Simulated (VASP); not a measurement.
# Ir: single point with LDA

The system is Ir.

```
Ir
1.0
    -0.13976    1.90541    1.90541
     1.76564    0.00000    1.76564
     1.90541    1.90541   -0.13976
Ir
1
Direct
  0.00000 0.00000 0.00000
```

This cell differs from its parent crystal: engineering shear strain xz -0.1467, engineering shear strain yz +0.0000.

```json
{
 "Program": "VASP 6.6.1",
 "Task": "single point",
 "Functional": "LDA",
 "Potentials or basis": "VASP PAW LDA potentials, release 64 (Ir_sv_GW)",
 "Cutoff": "560 eV",
 "k mesh": "20 × 20 × 20",
 "Occupations": "gaussian, width 0.15 eV",
 "Spin": "no spin polarisation",
 "Dipole correction": "no",
 "Further INCAR settings": "ALGO = Normal; EDIFF = 1e-06; NBANDS = 14"
}
```

```
Pressure               : 11.5 GPa
Band gap on the k mesh : zero (an odd number of electrons rules out a gap without spin polarisation)
```

Stress tensor (GPa, compression positive):
```
17.64  0.00 43.01
 0.00 -0.75  0.00
43.01  0.00 17.64
```

Levels at points of the mesh, in eV from the Fermi level:
| k point | band 6 | band 7 | band 8 | band 9 | band 10 | band 11 |
| --- | --- | --- | --- | --- | --- | --- |
| (0.00, 0.00, 0.00) | -5.06 | -4.67 | -2.66 | -0.88 | -0.80 | 13.50 |
| (0.50, 0.00, 0.00) | -4.98 | -2.78 | -1.35 | 0.06 | 1.49 | 6.72 |
| (0.00, 0.50, 0.00) | -5.20 | -3.27 | 0.19 | 0.64 | 1.71 | 9.17 |
| (0.50, 0.50, 0.00) | -7.59 | 0.47 | 1.44 | 2.02 | 2.12 | 11.50 |
| (0.50, 0.00, 0.50) | -7.64 | 1.21 | 1.72 | 1.74 | 1.81 | 9.17 |

It took 8.3 min on 1 thread of AMD EPYC 7571, on a shared host, peak memory 0.33 GiB.

Caveat: the cell differs from its parent crystal (engineering shear strain xz -0.1467, engineering shear strain yz +0.0000); the stress differs along the axes, from -1 to 18 GPa; spin-orbit coupling is left out, which moves the levels of the heavy elements.
